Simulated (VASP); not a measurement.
TaB3Mo2, 6 atoms in the cell. Symmetry: P-3m1, No. 164, trigonal system. The conventional cell has a = 3.530 Å, b = 3.530 Å, c = 5.915 Å, α = 90.00°, β = 90.00°, γ = 120.00°. Ta (site symmetry -3m) has 6 Mo at 2.70 Å and 8 B at 2.89 to 2.96 Å and 6 Ta at 3.53 Å within 3.6 Å. Within 2.9 Å of B (site symmetry 3m) lie 4 Mo at 2.06 to 2.10 Å and 6 B at 2.23 to 2.73 Å and 3 Ta at 2.89 Å. B (site symmetry -3m) has 6 B at 2.23 Å and 6 Mo at 2.36 Å and 2 Ta at 2.96 Å within 3.0 Å. Mo (site symmetry 3m) has 7 B at 2.06 to 2.36 Å and 3 Ta at 2.70 Å within 2.7 Å. The cell was generated, and may not be a known phase.

| Item | Value |
| --- | --- |
| Program | VASP 6.6.1 |
| Task | relaxation of cell and atoms |
| Functional | PBE |
| Potentials or basis | VASP PAW PBE potentials, release 64 (Ta_pv, B, Mo_sv) |
| Cutoff | 600 eV |
| k mesh | 6 × 6 × 4 |
| Occupations | gaussian, width 0.1 eV |
| Spin | no spin polarisation |
| Dipole correction | no |
| Further INCAR settings | ALGO = Normal; EDIFF = 1e-07; IBRION = 2; EDIFFG = -0.04; NSW = 90; ISIF = 3 |

Potentials or basis: VASP PAW PBE potentials, release 64 (Ta_pv, B, Mo_sv).

The run is started by

```sh
$ cat potpaw_PBE.64/Ta_pv/POTCAR potpaw_PBE.64/B/POTCAR potpaw_PBE.64/Mo_sv/POTCAR > POTCAR
$ mpirun -np 1 vasp_std > vasp.out
```

Hardware: 1 thread of Intel(R) Xeon(R) 6975P-C (Granite Rapids), on a shared host.

Task: How long does it take, and how much memory?

Result: Wall time 12 min on 1 thread of Intel(R) Xeon(R) 6975P-C (Granite Rapids), with other jobs on the host, peak memory 0.24 GiB. Counts: scf iterations 456, k points 24, ion steps 44.
